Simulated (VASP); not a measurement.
# SnO (F-43m) in VASP: single point with LDA

Aim: the single point of SnO with LDA.

Program: VASP 6.6.1. These are calculated values, not measurements. Logs are shortened: lines on timing, memory, paths and dates and some standing lists are left out, and cuts for length are marked.

### 1 The cell of the first run

Symmetry: F-43m, No. 216, cubic system. Conventional cell: a = 5.346 Å, b = 5.346 Å, c = 5.346 Å, α = 90.00°, β = 90.00°, γ = 90.00°. Sn (site symmetry -43m) has 4 O at 2.32 Å within 3.1 Å. Within 3.1 Å of O (site symmetry -43m) lie 4 Sn at 2.32 Å.

### 2 Single point, LDA

Input file INCAR:

```
PREC = Accurate
ENCUT = 600
EDIFF = 1E-6
ISMEAR = 0
SIGMA = 0.05
LREAL = F
LASPH = T
NELM = 120
ALGO = Normal
ISIF = 2
LWAVE = F
LCHARG = T
GGA = CA
LELF = T
LVHAR = T
NBANDS = 17
GGA_COMPAT = F
```

Input file KPOINTS:

```
Automatic mesh
0
Gamma
  6 6 6
```

Input file POSCAR:

```
SnO
1.0
    0.0000000000      2.6732425505      2.6732425505
    2.6732425505      0.0000000000      2.6732425505
    2.6732425505      2.6732425505      0.0000000000
Sn O
1 1
Direct
    0.0000000000      0.0000000000      0.0000000000
    0.2500000000      0.2500000000      0.2500000000
```

Potentials or basis: VASP PAW LDA potentials, release 64 (Sn_d, O).

On the command line:

```console
cat potpaw_LDA.64/Sn_d/POTCAR potpaw_LDA.64/O/POTCAR > POTCAR
mpirun -np 1 vasp_std > vasp.out
```

OUTCAR:

```text
PREC = Accurate
   ENCUT = 600
   EDIFF = 1E-6
   ISMEAR = 0
   LREAL = F
   LASPH = T
   NELM = 120
   ISIF = 2
   GGA = CA

 ion  position               nearest neighbor table
   1  0.000  0.000  0.000-   2 2.32   2 2.32   2 2.32   2 2.32
   2  0.250  0.250  0.250-   1 2.32   1 2.32   1 2.32   1 2.32

  LATTYP: Found a face centered cubic cell.
 ALAT       =     5.3464851010

  Lattice vectors:

 A1 = (   0.0000000000,   2.6732425505,   2.6732425505)
 A2 = (   2.6732425505,   0.0000000000,   2.6732425505)
 A3 = (   2.6732425505,   2.6732425505,   0.0000000000)

Analysis of symmetry for initial positions (statically):
=====================================================================
 Subroutine PRICEL returns:
 Original cell was already a primitive cell.

 Routine SETGRP: Setting up the symmetry group for a
 face centered cubic supercell.

 Subroutine GETGRP returns: Found 24 space group operations
 (whereof 24 operations were pure point group operations)
 out of a pool of 48 trial point group operations.

The static configuration has the point symmetry T_d .

Analysis of symmetry for dynamics (positions and initial velocities):
=====================================================================
 Subroutine PRICEL returns:
 Original cell was already a primitive cell.

 Routine SETGRP: Setting up the symmetry group for a
 face centered cubic supercell.

 Subroutine GETGRP returns: Found 24 space group operations
 (whereof 24 operations were pure point group operations)
 out of a pool of 48 trial point group operations.

The dynamic configuration has the point symmetry T_d .

 Subroutine INISYM returns: Found 24 space group operations
 (whereof 24 operations are pure point group operations),
 and found     1 'primitive' translations

----------------------------------------------------------------------------------------

                                     Primitive cell

  volume of cell :      38.2072

  direct lattice vectors                    reciprocal lattice vectors
     0.000000000  2.673242550  2.673242550    -0.187038771  0.187038771  0.187038771
     2.673242550  0.000000000  2.673242550     0.187038771 -0.187038771  0.187038771
     2.673242550  2.673242550  0.000000000     0.187038771  0.187038771 -0.187038771

  length of vectors
     3.780535870  3.780535870  3.780535870     0.323960654  0.323960654  0.323960654

  position of ions in fractional coordinates (direct lattice)
     0.000000000  0.000000000  0.000000000
     0.250000000  0.250000000  0.250000000

  ion indices of the primitive-cell ions
   primitive index   ion index
[... 65 lines left out ...]
   EDIFF  = 0.1E-05   stopping-criterion for ELM
   LREAL  =      F    real-space projection
   EDIFFG = 0.1E-04   stopping-criterion for IOM
   NSW    =      0    number of steps for IOM
   IBRION =     -1    ionic relax: 0-MD 1-quasi-New 2-CG
   NFREE  =      0    steps in history (QN), initial steepest desc. (CG)
   ISIF   =      2    stress and relaxation
   ISYM   =      2    0-nonsym 1-usesym 2-fastsym
   POTIM  = 0.5000    time-step for ionic-motion
   TEBEG  =    0.0;   TEEND  =   0.0 temperature during run
   PSTRESS=    0.0 pullay stress
   NELECT =      20.0000    total number of electrons
   NUPDOWN=      -1.0000    fix difference up-down
   EMIN   =  10.00;   EMAX   =-10.00  energy-range for DOS
   EFERMI =   0.00;   METHOD = LEGACY
   ISMEAR =     0;   SIGMA  =   0.05  broadening in eV -4-tet -1-fermi 0-gaus
   EFERMI_NEDOS =   21; number of points for ismear=-14 and -15
   IALGO  =     38    algorithm
   IMIX   =      4    mixing-type and parameters
     AMIX     =   0.40;   BMIX     =  1.00
     AMIX_MAG =   1.60;   BMIX_MAG =  1.00
  volume/ion in A,a.u.               =      19.10       128.92
  Fermi-wavevector in a.u.,A,eV,Ry     =   1.319380  2.493266 23.684516  1.740763
  Thomas-Fermi vector in A             =   2.449282
   LORBIT       =      0    0 simple, 1 ext, 2 COOP (PROOUT), +10 PAW based schemes
   GGA     = CA    functional components
   LHFCALC =     F    Hartree Fock is set to
   AEXX    =    0.0000 exact exchange contribution
   IVDW    =     0    specifies the selected vdW correction
   LEPSILON=     F    determine dielectric tensor
   LRPA    =     F    only Hartree local field effects (RPA)
 non-spin polarized calculation
 Gauss-broadening in eV      SIGMA  =   0.05
  energy-cutoff  :      600.00
  volume of cell :       38.21
 maximum number of plane-waves:      1303
   NGX = 15   NGY = 15   NGZ = 15

 number of electron      20.0000007 magnetization

 Free energy of the ion-electron system (eV)
  ---------------------------------------------------
  ext. energy  EPLUGINS =         0.00000000
  ---------------------------------------------------
  free energy    TOTEN  =       -11.80628916 eV

  energy without entropy =      -11.80504082  energy(sigma->0) =      -11.80566499

 E-fermi :   6.3353     XC(G=0): -10.2634

 val. band max:        6.3114310339   @ k =  -0.3333   0.5000   0.1667
 cond. band min:       6.7264028698   @ k =  -0.3333   0.5000   0.1667
 fundamental gap:      0.4149718358
 Fermi energy:         6.3352778525

 k-point     1 :       0.0000    0.0000    0.0000
  band No.  band energies     occupation
      1     -15.4094      2.00000
      2     -15.4094      2.00000
      3     -15.4094      2.00000
      4     -15.3459      2.00000
      5     -15.3459      2.00000
      6     -12.7201      2.00000
[... 297 lines left out ...]
      4     -15.3312      2.00000
      5     -15.3270      2.00000
      6     -11.7497      2.00000
[... 9 lines left out ...]
     16      19.0055      0.00000
     17      21.0699      0.00000

------------------------ aborting loop because EDIFF is reached ----------------------------------------

  FORCE on cell =-STRESS in cart. coord.  units (eV):
  Direction    XX          YY          ZZ          XY          YZ          ZX
  --------------------------------------------------------------------------------------
  -------------------------------------------------------------------------------------
  Total       -0.1129072     -0.1129072     -0.1129072     -0.0000000      0.0000000     -0.0000000
  in kB       -4.7346417     -4.7346417     -4.7346417     -0.0000000      0.0000000     -0.0000000
  external PRESSURE =      -4.7346417 kB  Pullay stress =       0.0000000 kB

 VOLUME and BASIS-vectors are now :
 -----------------------------------------------------------------------------
  energy-cutoff  :      600.00
  volume of cell :       38.21
      direct lattice vectors                 reciprocal lattice vectors
     0.000000000  2.673242550  2.673242550    -0.187038771  0.187038771  0.187038771
     2.673242550  0.000000000  2.673242550     0.187038771 -0.187038771  0.187038771
     2.673242550  2.673242550  0.000000000     0.187038771  0.187038771 -0.187038771

 POSITION                                       TOTAL-FORCE (eV/Angst)
 -----------------------------------------------------------------------------------
      0.00000      0.00000      0.00000        -0.000000     -0.000000     -0.000000
      1.33662      1.33662      1.33662         0.000000      0.000000      0.000000
 -----------------------------------------------------------------------------------
    total drift:                                0.000000      0.000000      0.000000

  FREE ENERGIE OF THE ION-ELECTRON SYSTEM (eV)
  ---------------------------------------------------
  free  energy   TOTEN  =       -11.8062891626 eV

  energy  without entropy=      -11.8050408176  energy(sigma->0) =      -11.80566499
```

Wall time 14 s (1 thread of Intel Xeon Platinum 8488C (Sapphire Rapids), shared host); peak memory 0.15 GiB.

What came out:

```yaml
Free_energy: -11.8063 eV
Pressure: -0.5 GPa
Band_gap_on_the_k_mesh: zero (band 10 reaches 6.31 eV, above the bottom of band 11 at 6.15 eV)
```

Caveat: spin-orbit coupling is left out, which moves the levels of the heavy elements.
